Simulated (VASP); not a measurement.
Set up this calculation in VASP 6.6.1, as the native input.

```
Task                   : single point
Functional             : PBEsol
Potentials or basis    : VASP PAW PBE potentials, release 64 (Na_pv, Se)
Cutoff                 : 520 eV
k mesh                 : 7 × 7 × 7
Occupations            : fermi-dirac, width 0.01 eV
Spin                   : no spin polarisation
Dipole correction      : no
Further INCAR settings : ALGO = Normal; EDIFF = 1e-07; NBANDS = 14
```

The structure of NaSe lies in POSCAR:

```
NaSe
1.0
    0.0000000000      3.0898838107      3.0898838107
    3.0898838107      0.0000000000      3.0898838107
    3.0898838107      3.0898838107      0.0000000000
Na Se
1 1
Direct
    0.0000000000      0.0000000000      0.0000000000
    0.5000000000      0.5000000000      0.5000000000
```

The input as run:

INCAR

```
  PREC = Accurate
  ENCUT = 520
  EDIFF = 1E-7
  ISMEAR = -1
  SIGMA = 0.01
  LREAL = F
  LASPH = T
  NELM = 60
  ALGO = Normal
  ISIF = 2
  LWAVE = F
  LCHARG = T
  GGA = PS
  LELF = T
  LVHAR = T
  NBANDS = 14
```

KPOINTS

```
Automatic mesh
0
Gamma
  7 7 7
```

Potentials or basis: VASP PAW PBE potentials, release 64 (Na_pv, Se).

Run with:

```sh
$ cat potpaw_PBE.64/Na_pv/POTCAR potpaw_PBE.64/Se/POTCAR > POTCAR
$ mpirun -np 1 vasp_std > vasp.out
```

Results of the run:

- Pressure: -3.0 GPa

Caveat: the PAW data sets were made with another functional, which shifts forces and pressure a little.

Run time: 19 s on 1 thread of Intel(R) Xeon(R) Platinum 8375C CPU @ 2.90GHz (Ice Lake), on a shared host, peak memory 0.17 GiB.
